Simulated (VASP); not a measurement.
Input of a VASP 6.6.1 run:

INCAR

```
ALGO     = Normal         # electronic algorithm
EDIFF    = 1E-6           # SCF threshold, eV
ENCUT    = 520            # plane-wave cutoff, eV
GGA      = PS             # functional
ISIF     = 2              # what is computed and relaxed
ISMEAR   = -1             # smearing method
ISPIN    = 2              # spin polarisation
LASPH    = T              # aspherical terms in the spheres
LCHARG   = F              # write CHGCAR
LMAXMIX  = 4              # l up to which the mixer works
LORBIT   = 11             # projections on sites
LREAL    = F              # projectors in reciprocal space
LWAVE    = F              # write WAVECAR
MAGMOM   = 0 -1.84        # initial moments
NBANDS   = 20             # bands
NELM     = 150            # most SCF steps
PREC     = Accurate       # precision mode
SIGMA    = 0.05           # smearing width, eV
```

Contents of KPOINTS:

```
k-points
0
Gamma
  10 10 7
```

The input POSCAR:

```
FePt
1.0
    2.7235000000      0.0000000000      0.0000000000
    0.0000000000      2.7235000000      0.0000000000
    0.0000000000      0.0000000000      3.7200000000
Pt Fe
1 1
Direct
    0.5000000000      0.5000000000      0.5000000000
    0.0000000000      0.0000000000      0.0000000000
```

Potentials or basis: VASP PAW PBE potentials, release 64 (Pt, Fe).

The run is started by

```sh
$ cat potpaw_PBE.64/Pt/POTCAR potpaw_PBE.64/Fe/POTCAR > POTCAR
$ mpirun -np 1 vasp_std > vasp.out
```

(1) Predict the pressure.

(2) Predict the net moment.

(3) What does it give for the site moments?

## Answers

(1) -6.5 GPa.

(2) -3.27 μB per cell.

(3) Pt -0.34; Fe -2.91 μB.

Caveat: the cell stands under tension; the PAW data sets were made with another functional, which shifts forces and pressure a little.
